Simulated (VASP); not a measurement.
# Bi (C2/c) in VASP: single point with RPBE

Aim: the single point of Bi with RPBE.

All numbers are computed with VASP 6.6.1; they aren't measurements. Logs are shortened: lines on timing, memory, paths and dates and some standing lists are left out, and cuts for length are marked.

## Step 1: The cell of the first run

The structure is monoclinic, space group C2/c (No. 15). The conventional cell has a = 3.413 Å, b = 9.084 Å, c = 4.791 Å, α = 90.00°, β = 109.51°, γ = 90.00°. Bi (site symmetry 2) has 10 Bi at 3.30 to 4.13 Å within 4.3 Å.

## Step 2: Single point, RPBE

File INCAR:

```
PREC = Accurate
ENCUT = 520
EDIFF = 1E-7
ISMEAR = -1
SIGMA = 0.1
LREAL = False
LASPH = True
NELM = 100
ALGO = Normal
ISIF = 2
LWAVE = False
LCHARG = True
GGA = RP
LELF = True
LVHAR = True
NBANDS = 22
ISYM = 0
```

File KPOINTS:

```
regular mesh
0
Gamma
  11 11 7
```

File POSCAR:

```
Bi
1.0
   -3.1974451143      3.2261858207      1.7064308376
    3.2261858207     -3.1974451143      1.7064308376
    3.1792027840      3.1792027840     -1.6537921811
Bi
2
Direct
    0.0000344176      0.9999655824      0.0000000000
    0.7499655824      0.2500344176      0.5000000000
```

Potentials or basis: VASP PAW PBE potentials, release 64 (Bi_d).

Launch:

```
cat potpaw_PBE.64/Bi_d/POTCAR > POTCAR
mpirun -np 1 vasp_std > vasp.out
```

OUTCAR:

```text
PREC = Accurate
   ENCUT = 520
   EDIFF = 1E-7
   ISMEAR = -1
   LREAL = False
   LASPH = True
   NELM = 100
   ISIF = 2
   GGA = RP
   ISYM = 0

 ion  position               nearest neighbor table
   1  0.000  1.000  0.000-   2 3.30   2 3.30   2 3.33   2 3.33
   2  0.750  0.250  0.500-   1 3.30   1 3.30   1 3.33   1 3.33

IMPORTANT INFORMATION: All symmetrisations will be switched off!
NOSYMM: (Re-)initialisation of all symmetry stuff for point group C_1.

----------------------------------------------------------------------------------------

                                     Primitive cell

  volume of cell :      70.0029

  direct lattice vectors                    reciprocal lattice vectors
    -3.197445114  3.226185821  1.706430838    -0.001959633  0.153715562  0.291731257
     3.226185821 -3.197445114  1.706430838     0.153715562 -0.001959633  0.291731257
     3.179202784  3.179202784 -1.653792181     0.156586178  0.156586178 -0.002637316

  length of vectors
     4.852199132  4.852199132  4.790583395     0.329756639  0.329756639  0.221462001

  position of ions in fractional coordinates (direct lattice)
     0.000034418  0.999965582  0.000000000
     0.749965582  0.250034418  0.500000000

  ion indices of the primitive-cell ions
   primitive index   ion index
                 1           1
                 2           2

----------------------------------------------------------------------------------------

 KPOINTS: regular mesh

Automatic generation of k-mesh.
 Grid dimensions read from file:
 generate k-points for:   11   11    7

 Generating k-lattice:

  Cartesian coordinates                     Fractional coordinates (reciprocal lattice)
    -0.000178148  0.013974142  0.026521023     0.090909091  0.000000000 -0.000000000
     0.013974142 -0.000178148  0.026521023     0.000000000  0.090909091 -0.000000000
     0.022369454  0.022369454 -0.000376759    -0.000000000 -0.000000000  0.142857143

  Length of vectors
     0.029977876  0.029977876  0.031637429

  Shift w.r.t. Gamma in fractional coordinates (k-lattice)
     0.000000000  0.000000000  0.000000000

 Subroutine IBZKPT returns following result:
 ===========================================

 Found    424 irreducible k-points:

 Following reciprocal coordinates:
            Coordinates               Weight
  0.000000  0.000000  0.000000      1.000000
  0.090909  0.000000 -0.000000      2.000000
 -0.000000 -0.090909  0.000000      2.000000
  0.181818  0.000000 -0.000000      2.000000
 -0.000000 -0.181818  0.000000      2.000000
  0.272727  0.000000 -0.000000      2.000000
[... 16 lines left out ...]
 -0.363636  0.090909  0.000000      2.000000
 -0.090909  0.363636 -0.000000      2.000000
 [... further k-points ...]
   k-points           NKPTS =    424   k-points in BZ     NKDIM =    424   number of bands    NBANDS=     22
   number of dos      NEDOS =    301   number of ions     NIONS =      2
   total plane-waves  NPLWV =  46656
   dimension x,y,z NGX =    36 NGY =   36 NGZ =   36
   dimension x,y,z NGXF=    72 NGYF=   72 NGZF=   72
   ions per type =               2
   NGX,Y,Z   is equivalent  to a cutoff of  12.33, 12.33, 12.49 a.u.
   NGXF,Y,Z  is equivalent  to a cutoff of  24.67, 24.67, 24.99 a.u.
 SYSTEM =  unknown system
   PREC   = accura    normal or accurate (medium, high low for compatibility)
   ISTART =      0    job   : 0-new  1-cont  2-samecut
   ICHARG =      2    charge: 1-file 2-atom 10-const
   ISPIN  =      1    spin polarized calculation?
   LNONCOLLINEAR =      F non collinear calculations
   LSORBIT =      F    spin-orbit coupling
   LASPH  =      T    aspherical Exc in radial PAW
   ENCUT  =  520.0 eV  38.22 Ry    6.18 a.u.   9.02  9.02  8.91*2*pi/ulx,y,z
   NELM   =    100;   NELMIN=  2; NELMDL= -5     # of ELM steps
   EDIFF  = 0.1E-06   stopping-criterion for ELM
   LREAL  =      F    real-space projection
   EDIFFG = 0.1E-05   stopping-criterion for IOM
   NSW    =      0    number of steps for IOM
   IBRION =     -1    ionic relax: 0-MD 1-quasi-New 2-CG
   NFREE  =      0    steps in history (QN), initial steepest desc. (CG)
   ISIF   =      2    stress and relaxation
   ISYM   =      0    0-nonsym 1-usesym 2-fastsym
   POTIM  = 0.5000    time-step for ionic-motion
   TEBEG  =    0.0;   TEEND  =   0.0 temperature during run
   PSTRESS=    0.0 pullay stress
   NELECT =      30.0000    total number of electrons
   NUPDOWN=      -1.0000    fix difference up-down
   EMIN   =  10.00;   EMAX   =-10.00  energy-range for DOS
   EFERMI =   0.00;   METHOD = LEGACY
   ISMEAR =    -1;   SIGMA  =   0.10  broadening in eV -4-tet -1-fermi 0-gaus
   EFERMI_NEDOS =   21; number of points for ismear=-14 and -15
   IALGO  =     38    algorithm
   IMIX   =      4    mixing-type and parameters
     AMIX     =   0.40;   BMIX     =  1.00
     AMIX_MAG =   1.60;   BMIX_MAG =  1.00
  volume/ion in A,a.u.               =      35.00       236.20
  Fermi-wavevector in a.u.,A,eV,Ry     =   1.234269  2.332431 20.727401  1.523421
  Thomas-Fermi vector in A             =   2.368966
   LORBIT       =      0    0 simple, 1 ext, 2 COOP (PROOUT), +10 PAW based schemes
   GGA     = RP    functional components
   LHFCALC =     F    Hartree Fock is set to
   AEXX    =    0.0000 exact exchange contribution
   IVDW    =     0    specifies the selected vdW correction
   LEPSILON=     F    determine dielectric tensor
   LRPA    =     F    only Hartree local field effects (RPA)
 non-spin polarized calculation
  energy-cutoff  :      520.00
  volume of cell :       70.00
 maximum number of plane-waves:      1911
   NGX = 19   NGY = 19   NGZ = 17

 number of electron      30.0000013 magnetization

 Free energy of the ion-electron system (eV)
  ---------------------------------------------------
  ext. energy  EPLUGINS =         0.00000000
  ---------------------------------------------------
  free energy    TOTEN  =        -6.94092571 eV

  energy without entropy =       -6.90352119  energy(sigma->0) =       -6.92222345

 E-fermi :   6.5424     XC(G=0):  -9.5603

 val. band max:        6.5279448775   @ k =  -0.4545   0.1818   0.4286
 cond. band min:       6.5574848457   @ k =   0.4545   0.1818  -0.0000
 fundamental gap:      0.0295399682
 Fermi energy:         6.5424076578

 k-point     1 :       0.0000    0.0000    0.0000
  band No.  band energies     occupation
      1     -16.4513      2.00000
      2     -16.4120      2.00000
      3     -16.3694      2.00000
      4     -16.3633      2.00000
      5     -16.2662      2.00000
      6     -16.2658      2.00000
[... 14 lines left out ...]
     21      14.8490      0.00000
     22      15.3635      0.00000

 k-point     2 :       0.0909    0.0000   -0.0000
  band No.  band energies     occupation
      1     -16.4480      2.00000
      2     -16.3990      2.00000
      3     -16.3602      2.00000
      4     -16.3550      2.00000
      5     -16.2727      2.00000
      6     -16.2707      2.00000
[... 14 lines left out ...]
     21      14.6924      0.00000
     22      14.8474      0.00000

 k-point     3 :      -0.0000   -0.0909    0.0000
  band No.  band energies     occupation
      1     -16.4480      2.00000
      2     -16.3990      2.00000
      3     -16.3602      2.00000
      4     -16.3550      2.00000
      5     -16.2727      2.00000
      6     -16.2707      2.00000
[... 14 lines left out ...]
     21      14.6924      0.00000
     22      14.8474      0.00000

 k-point     4 :       0.1818    0.0000   -0.0000
  band No.  band energies     occupation
      1     -16.4380      2.00000
      2     -16.3659      2.00000
      3     -16.3516      2.00000
      4     -16.3233      2.00000
      5     -16.2880      2.00000
      6     -16.2748      2.00000
[... 14 lines left out ...]
     21      13.6758      0.00000
     22      14.6604      0.00000

 k-point     5 :      -0.0000   -0.1818    0.0000
  band No.  band energies     occupation
      1     -16.4380      2.00000
      2     -16.3659      2.00000
      3     -16.3516      2.00000
      4     -16.3233      2.00000
      5     -16.2880      2.00000
      6     -16.2748      2.00000
[... 14 lines left out ...]
     21      13.6758      0.00000
     22      14.6604      0.00000

 k-point     6 :       0.2727    0.0000   -0.0000
  band No.  band energies     occupation
      1     -16.4243      2.00000
      2     -16.3408      2.00000
      3     -16.3345      2.00000
      4     -16.3163      2.00000
      5     -16.3050      2.00000
      6     -16.2835      2.00000
[... 14 lines left out ...]
     21      13.3517      0.00000
     22      15.2243      0.00000

 k-point     7 :      -0.0000   -0.2727    0.0000
  band No.  band energies     occupation
      1     -16.4243      2.00000
      2     -16.3408      2.00000
      3     -16.3345      2.00000
      4     -16.3163      2.00000
      5     -16.3050      2.00000
      6     -16.2835      2.00000
[... 324 lines left out ...]
      6     -16.2999      2.00000
[... 14 lines left out ...]
     21      13.7881      0.00000
     22      15.1220      0.00000

 k-point    21 :      -0.4545    0.0909    0.0000
  band No.  band energies     occupation
      1     -16.4034      2.00000
      2     -16.3477      2.00000
      3     -16.3351      2.00000
      4     -16.3211      2.00000
      5     -16.3023      2.00000
      6     -16.2981      2.00000
[... 14 lines left out ...]
     21      13.8769      0.00000
     22      15.0173      0.00000

 k-point    22 :      -0.0909    0.4545   -0.0000
  band No.  band energies     occupation
      1     -16.4034      2.00000
      2     -16.3477      2.00000
      3     -16.3351      2.00000
      4     -16.3211      2.00000
      5     -16.3023      2.00000
      6     -16.2981      2.00000
[... 14 lines left out ...]
     21      13.8769      0.00000
     22      15.0173      0.00000

 k-point    23 :      -0.3636    0.0909    0.0000
  band No.  band energies     occupation
      1     -16.4132      2.00000
      2     -16.3393      2.00000
      3     -16.3331      2.00000
      4     -16.3296      2.00000
      5     -16.3005      2.00000
      6     -16.2862      2.00000
[... 14 lines left out ...]
     21      13.3065      0.00000
     22      15.9384      0.00000

 k-point    24 :      -0.0909    0.3636   -0.0000
  band No.  band energies     occupation
      1     -16.4132      2.00000
      2     -16.3393      2.00000
      3     -16.3331      2.00000
      4     -16.3296      2.00000
      5     -16.3005      2.00000
      6     -16.2862      2.00000
[... 14 lines left out ...]
     21      13.3065      0.00000
     22      15.9384      0.00000

 [... further k-points ...]

------------------------ aborting loop because EDIFF is reached ----------------------------------------

  FORCE on cell =-STRESS in cart. coord.  units (eV):
  Direction    XX          YY          ZZ          XY          YZ          ZX
  --------------------------------------------------------------------------------------
  -------------------------------------------------------------------------------------
  Total       -0.0310986     -0.0311004     -0.0254789     -0.0008325     -0.0011510     -0.0011530
  in kB       -0.7117641     -0.7118047     -0.5831446     -0.0190540     -0.0263442     -0.0263881
  external PRESSURE =      -0.6689045 kB  Pullay stress =       0.0000000 kB

 VOLUME and BASIS-vectors are now :
 -----------------------------------------------------------------------------
  energy-cutoff  :      520.00
  volume of cell :       70.00
      direct lattice vectors                 reciprocal lattice vectors
    -3.197445114  3.226185821  1.706430838    -0.001959633  0.153715562  0.291731257
     3.226185821 -3.197445114  1.706430838     0.153715562 -0.001959633  0.291731257
     3.179202784  3.179202784 -1.653792181     0.156586178  0.156586178 -0.002637316

 POSITION                                       TOTAL-FORCE (eV/Angst)
 -----------------------------------------------------------------------------------
      3.22596     -3.19722      1.70643        -0.000600      0.000598     -0.000001
     -0.00171      3.20966      0.87953         0.000600     -0.000598      0.000001
 -----------------------------------------------------------------------------------
    total drift:                               -0.000000      0.000002     -0.000002

  FREE ENERGIE OF THE ION-ELECTRON SYSTEM (eV)
  ---------------------------------------------------
  free  energy   TOTEN  =        -6.9409257097 eV

  energy  without entropy=       -6.9035211922  energy(sigma->0) =       -6.92222345
```

It took 5.4 min on 1 thread of Intel Xeon 6975P-C (Granite Rapids), shared host; peak memory 0.59 GiB.

What came out:

```
Free energy            : -6.9409 eV
Pressure               : -0.1 GPa
Band gap on the k mesh : zero (bands 15 and 16 overlap by 5.05 eV)
```

Caveat: the PAW data sets were made with another functional, which shifts forces and pressure a little; spin-orbit coupling is left out, which moves the levels of the heavy elements.

The gap in the log of VASP goes by the Fermi energy; the results here count the filled bands.